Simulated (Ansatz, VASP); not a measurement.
MnS: VASP beside Ansatz

```xyz
2
Lattice="0.0000 2.4688 2.4688 2.4688 0.0000 2.4688 2.4688 2.4688 0.0000" Properties=species:S:1:pos:R:3 pbc="T T T"
Mn    0.0000    0.0000    0.0000
S     2.4688    2.4688    2.4688
```

Alike in both runs: task single point; functional PBEsol; k mesh 14 × 14 × 14; occupations gaussian, width 0.1 eV; collinear spin.

|  | VASP | Ansatz |
| --- | --- | --- |
| version | VASP 6.6.1 | Ansatz 0.2.0 |
| potentials or method | VASP PAW PBE potentials, release 64 (Mn_pv, S), cutoff 520 eV | scalar-relativistic, plane waves, PAW |
| valence electrons in the cell | 19 | 21 |

Ansatz gave:

```
gap on the k mesh at the Fermi level (eV)                     : none
pressure (GPa)                                                : 0.0
net moment per atom (μB)                                      : 2.05
size of the moment on the site where the two differ most (μB) : 3.67
```

Which values does VASP return?

gap on the k mesh at the Fermi level (eV): none; pressure (GPa): 0.3; net moment per atom (μB): 2.05; size of the moment on the site where the two differ most (μB): 3.79.

VASP's potentials were made for PBE, not for PBEsol. Site moments also hang on the region over which each program counts them. A gap of «none» marks a metal or a gap that the smearing closes. VASP's potentials hold 19 valence electrons a cell and Ansatz's 21, so a difference there can come from the potentials and not from the codes. Ansatz's warnings: stability check not made.
